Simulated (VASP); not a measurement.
AlN, 4 atoms in the cell. Symmetry: P6_3/mmc, No. 194, hexagonal system. Conventional cell: a = 3.259 Å, b = 3.259 Å, c = 4.326 Å, α = 90.00°, β = 90.00°, γ = 120.00°. Within 2.5 Å of Al (site symmetry -6m2) lie 5 N at 1.88 to 2.16 Å. N (site symmetry -6m2) has 5 Al at 1.88 to 2.16 Å within 2.5 Å.  This cell differs from its parent crystal: ratio of the length along z to the lengths across it x 1.05, volume and fractional coordinates fixed.

* Program: VASP 6.6.1
* Task: single point
* Functional: PBEsol
* Potentials or basis: VASP PAW PBE potentials, release 64 (Al, N)
* Cutoff: 520 eV
* k mesh: 12 × 12 × 6
* Occupations: gaussian, width 0.05 eV
* Spin: no spin polarisation
* Dipole correction: no
* Further INCAR settings: ALGO = Normal; EDIFF = 1e-06; NBANDS = 16

Potentials or basis: VASP PAW PBE potentials, release 64 (Al, N).

Launch:

```console
$ cat potpaw_PBE.64/Al/POTCAR potpaw_PBE.64/N/POTCAR > POTCAR
$ mpirun -np 1 vasp_std > vasp.out
```

Hardware: 1 thread of Intel(R) Xeon(R) 6975P-C (Granite Rapids) (shared host).

Task: Estimate the wall time of this run.

Result: It took 13 s on 1 thread of Intel(R) Xeon(R) 6975P-C (Granite Rapids) (shared host), peak memory 0.16 GiB. Counts: scf iterations 13, k points 76.
